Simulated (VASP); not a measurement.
# TaSi3 (I4/mmm) in VASP: a series of runs

Runs on TaSi3. Level: PBE. Tasks: single point.

All numbers are computed with VASP 6.6.1; they aren't measurements. Logs are shortened: lines on timing, memory, paths and dates and some standing lists are left out, and cuts for length are marked.

### 1 The cell of the first run

It takes space group I4/mmm (No. 139, tetragonal). Conventional cell: a = 3.710 Å, b = 3.710 Å, c = 8.553 Å, α = 90.00°, β = 90.00°, γ = 90.00°. Ta (site symmetry 4/mmm) has 12 Si at 2.62 to 2.83 Å within 3.5 Å. Within 3.5 Å of Si (site symmetry 4/mmm) lie 4 Ta at 2.62 Å and 8 Si at 2.83 Å. Si (site symmetry -4m2) has 8 Si at 2.62 to 2.83 Å and 4 Ta at 2.83 Å within 3.5 Å.

### 2 Single point, PBE

The input, INCAR:

```
SYSTEM = TaSi3
ALGO = Normal
EDIFF = 1E-6
ENCUT = 520
GGA = PE
ISIF = 2
ISMEAR = 0
LASPH = .TRUE.
LCHARG = .FALSE.
LREAL = .FALSE.
LWAVE = .FALSE.
NBANDS = 20
NELM = 100
PREC = Accurate
SIGMA = 0.1
```

The input, KPOINTS:

```
k-points
0
G
  6 6 6
  0 0 0
```

The input, POSCAR:

```
TaSi3
1.0
   -1.8551157771      1.8551157771      4.2767396309
    1.8551157771     -1.8551157771      4.2767396309
    1.8551157771      1.8551157771     -4.2767396309
Ta Si
1 3
Direct
    0.0000000000      0.0000000000      0.0000000000
    0.5000000000      0.5000000000      0.0000000000
    0.2500000000      0.7500000000      0.5000000000
    0.7500000000      0.2500000000      0.5000000000
```

Potentials or basis: VASP PAW PBE potentials, release 64 (Ta_pv, Si).

Launch:

```sh
$ cat potpaw_PBE.64/Ta_pv/POTCAR potpaw_PBE.64/Si/POTCAR > POTCAR
$ mpirun -np 1 vasp_std > vasp.out
```

OUTCAR:

```text
SYSTEM = TaSi3
   EDIFF = 1E-6
   ENCUT = 520
   GGA = PE
   ISIF = 2
   ISMEAR = 0
   LASPH = .TRUE.
   LREAL = .FALSE.
   NELM = 100
   PREC = Accurate

 ion  position               nearest neighbor table
   1  0.000  0.000  0.000-   2 2.62   2 2.62   2 2.62   2 2.62   4 2.83   3 2.83   4 2.83   3 2.83
                             4 2.83   4 2.83   3 2.83   3 2.83
   2  0.500  0.500  0.000-   1 2.62   1 2.62   1 2.62   1 2.62   4 2.83   3 2.83   4 2.83   4 2.83
                             3 2.83   3 2.83   4 2.83   3 2.83
   3  0.250  0.750  0.500-   4 2.62   4 2.62   4 2.62   4 2.62   2 2.83   1 2.83   2 2.83   2 2.83
                             1 2.83   1 2.83   2 2.83   1 2.83
   4  0.750  0.250  0.500-   3 2.62   3 2.62   3 2.62   3 2.62   2 2.83   1 2.83   2 2.83   1 2.83
                             2 2.83   2 2.83   1 2.83   1 2.83

  LATTYP: Found a body centered tetragonal cell.
 ALAT       =     3.7102315542
 C/A-ratio  =     2.3053761300

  Lattice vectors:

 A1 = (  -1.8551157771,   1.8551157771,   4.2767396309)
 A2 = (   1.8551157771,  -1.8551157771,   4.2767396309)
 A3 = (   1.8551157771,   1.8551157771,  -4.2767396309)

Analysis of symmetry for initial positions (statically):
=====================================================================
 Subroutine PRICEL returns:
 Original cell was already a primitive cell.

 Routine SETGRP: Setting up the symmetry group for a
 body centered tetragonal supercell.

 Subroutine GETGRP returns: Found 16 space group operations
 (whereof 16 operations were pure point group operations)
 out of a pool of 16 trial point group operations.

The static configuration has the point symmetry D_4h.

Analysis of symmetry for dynamics (positions and initial velocities):
=====================================================================
 Subroutine PRICEL returns:
 Original cell was already a primitive cell.

 Routine SETGRP: Setting up the symmetry group for a
 body centered tetragonal supercell.

 Subroutine GETGRP returns: Found 16 space group operations
 (whereof 16 operations were pure point group operations)
 out of a pool of 16 trial point group operations.

The dynamic configuration has the point symmetry D_4h.

 Subroutine INISYM returns: Found 16 space group operations
 (whereof 16 operations are pure point group operations),
 and found     1 'primitive' translations

----------------------------------------------------------------------------------------

                                     Primitive cell

  volume of cell :      58.8728

  direct lattice vectors                    reciprocal lattice vectors
    -1.855115777  1.855115777  4.276739631     0.000000000  0.269524957  0.116911489
     1.855115777 -1.855115777  4.276739631     0.269524957  0.000000000  0.116911489
     1.855115777  1.855115777 -4.276739631     0.269524957  0.269524957  0.000000000

  length of vectors
     5.017311129  5.017311129  5.017311129     0.293789038  0.293789038  0.381165850

  position of ions in fractional coordinates (direct lattice)
     0.000000000  0.000000000  0.000000000
     0.500000000  0.500000000  0.000000000
     0.250000000  0.750000000  0.500000000
     0.750000000  0.250000000  0.500000000

  ion indices of the primitive-cell ions
   primitive index   ion index
                 1           1
                 2           2
                 3           3
                 4           4

----------------------------------------------------------------------------------------

 KPOINTS: k-points

Automatic generation of k-mesh.
 Grid dimensions read from file:
 generate k-points for:    6    6    6

 Generating k-lattice:

  Cartesian coordinates                     Fractional coordinates (reciprocal lattice)
     0.000000000  0.044920826  0.019485248     0.166666667  0.000000000  0.000000000
     0.044920826  0.000000000  0.019485248     0.000000000  0.166666667  0.000000000
     0.044920826  0.044920826  0.000000000     0.000000000  0.000000000  0.166666667

  Length of vectors
     0.048964840  0.048964840  0.063527642

  Shift w.r.t. Gamma in fractional coordinates (k-lattice)
     0.000000000  0.000000000  0.000000000

 Subroutine IBZKPT returns following result:
 ===========================================

 Found     30 irreducible k-points:

 Following reciprocal coordinates:
            Coordinates               Weight
  0.000000  0.000000  0.000000      1.000000
  0.166667  0.000000  0.000000      8.000000
  0.333333  0.000000  0.000000      8.000000
  0.500000  0.000000  0.000000      4.000000
  0.166667  0.166667  0.000000      8.000000
  0.333333  0.166667  0.000000     16.000000
[... 16 lines left out ...]
 -0.333333 -0.333333  0.166667      8.000000
 -0.166667 -0.333333  0.166667      8.000000
 [... further k-points ...]
   k-points           NKPTS =     30   k-points in BZ     NKDIM =     30   number of bands    NBANDS=     20
   number of dos      NEDOS =    301   number of ions     NIONS =      4
   total plane-waves  NPLWV =  64000
   dimension x,y,z NGX =    40 NGY =   40 NGZ =   40
   dimension x,y,z NGXF=    80 NGYF=   80 NGZF=   80
   ions per type =               1   3
   NGX,Y,Z   is equivalent  to a cutoff of  13.25, 13.25, 13.25 a.u.
   NGXF,Y,Z  is equivalent  to a cutoff of  26.51, 26.51, 26.51 a.u.
 SYSTEM =  TaSi3
   PREC   = accura    normal or accurate (medium, high low for compatibility)
   ISTART =      0    job   : 0-new  1-cont  2-samecut
   ICHARG =      2    charge: 1-file 2-atom 10-const
   ISPIN  =      1    spin polarized calculation?
   LNONCOLLINEAR =      F non collinear calculations
   LSORBIT =      F    spin-orbit coupling
   LASPH  =      T    aspherical Exc in radial PAW
   ENCUT  =  520.0 eV  38.22 Ry    6.18 a.u.   9.33  9.33  9.33*2*pi/ulx,y,z
   NELM   =    100;   NELMIN=  2; NELMDL= -5     # of ELM steps
   EDIFF  = 0.1E-05   stopping-criterion for ELM
   LREAL  =      F    real-space projection
   EDIFFG = 0.1E-04   stopping-criterion for IOM
   NSW    =      0    number of steps for IOM
   IBRION =     -1    ionic relax: 0-MD 1-quasi-New 2-CG
   NFREE  =      0    steps in history (QN), initial steepest desc. (CG)
   ISIF   =      2    stress and relaxation
   ISYM   =      2    0-nonsym 1-usesym 2-fastsym
   POTIM  = 0.5000    time-step for ionic-motion
   TEBEG  =    0.0;   TEEND  =   0.0 temperature during run
   PSTRESS=    0.0 pullay stress
   NELECT =      23.0000    total number of electrons
   NUPDOWN=      -1.0000    fix difference up-down
   EMIN   =  10.00;   EMAX   =-10.00  energy-range for DOS
   EFERMI =   0.00;   METHOD = LEGACY
   ISMEAR =     0;   SIGMA  =   0.10  broadening in eV -4-tet -1-fermi 0-gaus
   EFERMI_NEDOS =   21; number of points for ismear=-14 and -15
   IALGO  =     38    algorithm
   IMIX   =      4    mixing-type and parameters
     AMIX     =   0.40;   BMIX     =  1.00
     AMIX_MAG =   1.60;   BMIX_MAG =  1.00
  volume/ion in A,a.u.               =      14.72        99.32
  Fermi-wavevector in a.u.,A,eV,Ry     =   1.196775  2.261577 19.487221  1.432270
  Thomas-Fermi vector in A             =   2.332707
   LORBIT       =      0    0 simple, 1 ext, 2 COOP (PROOUT), +10 PAW based schemes
   GGA     = PE    functional components
   LHFCALC =     F    Hartree Fock is set to
   AEXX    =    0.0000 exact exchange contribution
   IVDW    =     0    specifies the selected vdW correction
   LEPSILON=     F    determine dielectric tensor
   LRPA    =     F    only Hartree local field effects (RPA)
 non-spin polarized calculation
 Gauss-broadening in eV      SIGMA  =   0.10
  energy-cutoff  :      520.00
  volume of cell :       58.87
 maximum number of plane-waves:      1604
 NGX is ok and might be reduce to    40
   NGX = 19   NGY = 19   NGZ = 19

 number of electron      22.9999999 magnetization

 Free energy of the ion-electron system (eV)
  ---------------------------------------------------
  ext. energy  EPLUGINS =         0.00000000
  ---------------------------------------------------
  free energy    TOTEN  =       -27.54826924 eV

  energy without entropy =      -27.53601252  energy(sigma->0) =      -27.54214088

 E-fermi :   9.8432     XC(G=0): -11.7855

 val. band max:        9.8226028083   @ k =  -0.3333  -0.3333   0.3333
 cond. band min:       9.8556067040   @ k =   0.3333   0.1667   0.1667
 fundamental gap:      0.0330038958
 Fermi energy:         9.8431926606

 k-point     1 :       0.0000    0.0000    0.0000
  band No.  band energies     occupation
      1     -25.2163      2.00000
      2     -25.2163      2.00000
      3     -25.1560      2.00000
      4      -4.1136      2.00000
      5       2.6614      2.00000
      6       4.1921      2.00000
[... 12 lines left out ...]
     19      16.2073      0.00000
     20      16.2073      0.00000

 k-point     2 :       0.1667    0.0000    0.0000
  band No.  band energies     occupation
      1     -25.2353      2.00000
      2     -25.2147      2.00000
      3     -25.1550      2.00000
      4      -3.7265      2.00000
      5       2.3371      2.00000
      6       3.6979      2.00000
[... 12 lines left out ...]
     19      14.9531      0.00000
     20      15.8758      0.00000

 k-point     3 :       0.3333    0.0000    0.0000
  band No.  band energies     occupation
      1     -25.2730      2.00000
      2     -25.2116      2.00000
      3     -25.1529      2.00000
      4      -2.6169      2.00000
      5       1.0231      2.00000
      6       2.7981      2.00000
[... 12 lines left out ...]
     19      14.3244      0.00000
     20      16.6433      0.00000

 k-point     4 :       0.5000    0.0000    0.0000
  band No.  band energies     occupation
      1     -25.2917      2.00000
      2     -25.2100      2.00000
      3     -25.1518      2.00000
      4      -1.0010      2.00000
      5      -0.8682      2.00000
      6       2.9219      2.00000
[... 429 lines left out ...]
 k-point    23 :      -0.3333   -0.3333    0.1667
  band No.  band energies     occupation
      1     -25.2345      2.00000
      2     -25.2329      2.00000
      3     -25.1572      2.00000
      4      -2.5737      2.00000
      5       0.1173      2.00000
      6       3.0859      2.00000
[... 12 lines left out ...]
     19      14.8817      0.00000
     20      15.7433      0.00000

 k-point    24 :      -0.1667   -0.3333    0.1667
  band No.  band energies     occupation
      1     -25.2355      2.00000
      2     -25.2150      2.00000
      3     -25.1578      2.00000
      4      -3.2573      2.00000
      5       0.6567      2.00000
      6       3.4038      2.00000
[... 12 lines left out ...]
     19      14.8344      0.00000
     20      15.8645      0.00000

 [... further k-points ...]
[... 5 lines left out ...]
  --------------------------------------------------------------------------------------
  -------------------------------------------------------------------------------------
  Total       -0.0474788     -0.0474788      0.0310288      0.0000000      0.0000000     -0.0000000
  in kB       -1.2920987     -1.2920987      0.8444230      0.0000000      0.0000000     -0.0000000
  external PRESSURE =      -0.5799248 kB  Pullay stress =       0.0000000 kB

 VOLUME and BASIS-vectors are now :
 -----------------------------------------------------------------------------
  energy-cutoff  :      520.00
  volume of cell :       58.87
      direct lattice vectors                 reciprocal lattice vectors
    -1.855115777  1.855115777  4.276739631     0.000000000  0.269524957  0.116911489
     1.855115777 -1.855115777  4.276739631     0.269524957  0.000000000  0.116911489
     1.855115777  1.855115777 -4.276739631     0.269524957  0.269524957  0.000000000

 POSITION                                       TOTAL-FORCE (eV/Angst)
 -----------------------------------------------------------------------------------
      0.00000      0.00000      0.00000        -0.000000      0.000000      0.000000
      0.00000      0.00000      4.27674        -0.000000      0.000000      0.000000
      1.85512      0.00000      2.13837        -0.000000     -0.000000     -0.000000
      0.00000      1.85512      2.13837         0.000000      0.000000      0.000000
 -----------------------------------------------------------------------------------
    total drift:                               -0.000000     -0.000000      0.000000

  FREE ENERGIE OF THE ION-ELECTRON SYSTEM (eV)
  ---------------------------------------------------
  free  energy   TOTEN  =       -27.5482692439 eV

  energy  without entropy=      -27.5360125243  energy(sigma->0) =      -27.54214088
```

It took 20 s on 1 thread of Intel Xeon 6975P-C (Granite Rapids), shared host; peak memory 0.24 GiB.

What came out:

| Item | Value |
| --- | --- |
| Free energy | -27.5483 eV |
| Pressure | -0.1 GPa |

Stress tensor (GPa, compression positive):
```
-0.13  0.00  0.00
 0.00 -0.13  0.00
 0.00  0.00  0.08
```

Caveat: the k points lie up to 0.40 Å⁻¹ apart; spin-orbit coupling is left out, which moves the levels of the heavy elements.

### 3 Single point, PBE

This run uses another cell than the first one, of 15.40 Å³/atom, 1.046 times its volume.

The input, INCAR:

```
ALGO = Normal ; EDIFF = 1E-6
ENCUT = 520 ; GGA = PE
ISIF = 2 ; ISMEAR = 0
LASPH = T ; LCHARG = F
LREAL = F ; LWAVE = F
NBANDS = 20 ; NELM = 60
PREC = Accurate ; SIGMA = 0.1
```

The input, KPOINTS:

```
k-points
0
Gamma
  6 6 6
```

The input, POSCAR:

```
TaSi3
1.0
   -1.9033384811      1.9033384811      4.2516132305
    1.9033384811     -1.9033384811      4.2516132305
    1.9033384811      1.9033384811     -4.2516132305
Ta Si
1 3
Direct
    0.0000000000      0.0000000000      0.0000000000
    0.5000000000      0.5000000000      0.0000000000
    0.2500000000      0.7500000000      0.5000000000
    0.7500000000      0.2500000000      0.5000000000
```

Potentials or basis: VASP PAW PBE potentials, release 64 (Ta_pv, Si).

Launch:

```sh
$ cat potpaw_PBE.64/Ta_pv/POTCAR potpaw_PBE.64/Si/POTCAR > POTCAR
$ mpirun -np 1 vasp_std > vasp.out
```

It took 20 s on 1 thread of Intel Xeon 6975P-C (Granite Rapids), shared host; peak memory 0.24 GiB.

Results (log left out):

- Free energy: -27.4840 eV
- Pressure: -5.6 GPa

Stress tensor (GPa, compression positive):
```
-6.17  0.00  0.00
 0.00 -6.17  0.00
 0.00  0.00 -4.39
```

Levels at points of the mesh, in eV from the Fermi level:
| k point | band 9 | band 10 | band 11 | band 12 | band 13 | band 14 |
| --- | --- | --- | --- | --- | --- | --- |
| (0.00, 0.00, 0.00) | -3.99 | -2.88 | -0.88 | -0.88 | -0.58 | 0.75 |
| (0.50, 0.00, 0.00) | -2.60 | -1.59 | -0.74 | -0.13 | 0.49 | 1.13 |
| (0.50, 0.50, 0.00) | -5.02 | -3.72 | -0.09 | 0.41 | 0.50 | 1.44 |
| (0.50, 0.50, 0.50) | -2.61 | -0.88 | -0.88 | -0.36 | 1.63 | 1.86 |

Caveat: the k points lie up to 0.39 Å⁻¹ apart; spin-orbit coupling is left out, which moves the levels of the heavy elements.
